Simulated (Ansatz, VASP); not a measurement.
**Two plane-wave programs on TaN**

```
Ta N
1.0
     0.00000    2.17900    2.17900
     2.13542    0.00000    2.17900
     2.13542    2.17900    0.00000
Ta N
1 1
Direct
  0.50000 0.50000 0.50000
  0.00000 0.00000 0.00000
```

Change from the starting cell: strain -0.0200 x Voigt [1, 0, 0, 0, 0, 0], atoms carried along.

Alike in both runs: task single point; functional PBE; k mesh 18 × 18 × 18; occupations gaussian, width 0.15 eV; no spin polarisation.

```csv
,VASP,Ansatz
version,VASP 6.6.1,Ansatz 0.2.0
potentials or method,"VASP PAW PBE potentials, release 64 (Ta_pv, N), cutoff 600 eV","scalar-relativistic, plane waves, PAW"
valence electrons in the cell,16,18
```

Ansatz gave:

* gap on the k mesh at the Fermi level (eV): none
* pressure (GPa): 23.2
* traceless stress, the component that is largest in VASP (GPa): 10.52

Question: What did VASP give for the same quantities?

Answer: gap on the k mesh at the Fermi level (eV): none; pressure (GPa): 24.2; traceless stress, the component that is largest in VASP (GPa): 10.61.

A gap of «none» marks a metal or a gap that the smearing closes. The functional is the same, so the differences come from potentials, cutoffs and numerics. VASP's potentials hold 16 valence electrons a cell and Ansatz's 18, so a difference there can come from the potentials and not from the codes.

Spin-orbit coupling is off throughout.
